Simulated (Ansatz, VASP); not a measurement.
# MoS2: VASP beside Ansatz

Contents of INCAR:

```
  PREC = Accurate
  ENCUT = 520
  EDIFF = 1E-7
  ISMEAR = 0
  SIGMA = 0.15
  LREAL = F
  LASPH = T
  NELM = 80
  ALGO = Normal
  ISIF = 2
  LWAVE = F
  LCHARG = F
  GGA = PS
  IVDW = 12
  NBANDS = 20
```

File KPOINTS:

```
Automatic mesh
0
Gamma
  15 15 15
```

POSCAR

```
MoS2
1.0
    1.5399048573      0.8268299700      5.7970502989
   -1.5399048573      0.8268299700      5.7970502989
    0.0000000000     -1.6536599400      5.7970502989
Mo S
1 2
Direct
    0.0000000000      0.0000000000      0.0000000000
    0.7715065927      0.7715065927      0.7346701195
    0.2284934073      0.2284934073      0.2653298805
```

Input for Ansatz:

```yaml
crystal:
  lattice:
    - [1.5399048573, 0.82682997, 5.7970502989]
    - [-1.5399048573, 0.82682997, 5.7970502989]
    - [0.0, -1.65365994, 5.7970502989]
  atoms:
    - { symbol: Mo, position: [0.0, 0.0, 0.0] }
    - { symbol: S, position: [0.7715065927, 0.7715065927, 0.7346701195] }
    - { symbol: S, position: [0.2284934073, 0.2284934073, 0.2653298805] }
basis:
  ecutwfc: 420
kpoints:
  mp_grid: { grid: [15, 15, 15] }
hamiltonian:
  xc: pbesol
  pseudopotentials: { kind: paw, azcp: { folder: soft_1 } }
  dispersion: d3bj
scf:
  occupations: { method: gaussian, width: 0.15 }
output:
  forces: true
  stress: true
  eigenvalues: true
```

Change from the starting cell: mode 7 frozen in at +0.066 Å, normal strain along y -0.0700.

Alike in both runs: task single point; functional PBEsol; dispersion D3(BJ); k mesh 15 × 15 × 15; occupations gaussian, width 0.15 eV; no spin polarisation.

|  | VASP | Ansatz |
| --- | --- | --- |
| version | VASP 6.6.1 | Ansatz 0.2.0 |
| potentials or method | VASP PAW PBE potentials, release 64 (Mo_sv, S), cutoff 520 eV | scalar-relativistic, plane waves, PAW |
| valence electrons in the cell | 26 | 26 |

```tsv
	VASP	Ansatz	Ansatz less VASP
gap on the k mesh at the Fermi level (eV)	none	none	-
pressure (GPa)	15.7	15.7	-0.03
traceless stress, the component that is largest in VASP (GPa)	16.34	16.34	+0.003
rms of the force components (eV/Å)	0.771	0.776	+0.0046
```

VASP's potentials were made for PBE, not for PBEsol, and Ansatz warns of the same on its side. Atom by atom the forces differ by 0.006 eV/Å (rms over components). A gap of «none» marks a metal or a gap that the smearing closes.
